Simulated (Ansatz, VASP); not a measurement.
# NaH: VASP beside Ansatz

The input INCAR:

```
SYSTEM = NaH
ALGO = Normal
EDIFF = 1E-6
ENCUT = 520
GGA = PE
ISIF = 2
ISMEAR = 0
LASPH = .True.
LCHARG = .True.
LELF = .True.
LREAL = .False.
LVHAR = .True.
LWAVE = .False.
NBANDS = 16
NELM = 100
PREC = Accurate
SIGMA = 0.01
```

Contents of KPOINTS:

```
k-points
0
Gamma
  9 9 4
  0 0 0
```

POSCAR

```
NaH
1.0
    3.3449972017      0.0000000000      0.0000000000
   -1.6724986009      2.8968525523      0.0000000000
    0.0000000000      0.0000000000      5.8851742200
Na H
2 2
Direct
    0.0000000000      0.0000000000      0.0000000000
    0.0000000000      0.0000000000      0.5000000000
    0.3333333333      0.6666666667      0.2500000000
    0.6666666667      0.3333333333      0.7500000000
```

Input for Ansatz:

```yaml
crystal:
  lattice:
    - [3.3449972017, 0.0, 0.0]
    - [-1.6724986009, 2.8968525523, 0.0]
    - [0.0, 0.0, 5.88517422]
  atoms:
    - { symbol: Na, position: [0.0, 0.0, 0.0] }
    - { symbol: Na, position: [0.0, 0.0, 0.5] }
    - { symbol: H, position: [0.3333333333, 0.6666666667, 0.25] }
    - { symbol: H, position: [0.6666666667, 0.3333333333, 0.75] }
kpoints:
  mp_grid: { grid: [9, 9, 4] }
hamiltonian:
  xc: pbe
scf:
  occupations: { method: fixed }
  n_extra_bands: 5
output:
  forces: true
  stress: true
  eigenvalues: true
```

Alike in both runs: task single point; functional PBE; k mesh 9 × 9 × 4; no spin polarisation.

```csv
,VASP,Ansatz
version,VASP 6.6.1,Ansatz 0.2.0
potentials or method,"VASP PAW PBE potentials, release 64 (Na_pv, H)","plane waves, PAW"
plane-wave cutoff (eV),520,420
occupations,"gaussian, width 0.01 eV",fixed
valence electrons in the cell,16,20
```

|  | VASP | Ansatz | Ansatz less VASP |
| --- | --- | --- | --- |
| gap on the k mesh at the Fermi level (eV) | 3.37 | 3.37 | +0.002 |
| pressure (GPa) | 0.0 | 0.0 | +0.03 |

VASP's potentials hold 16 valence electrons a cell and Ansatz's 20, so a difference there can come from the potentials and not from the codes.
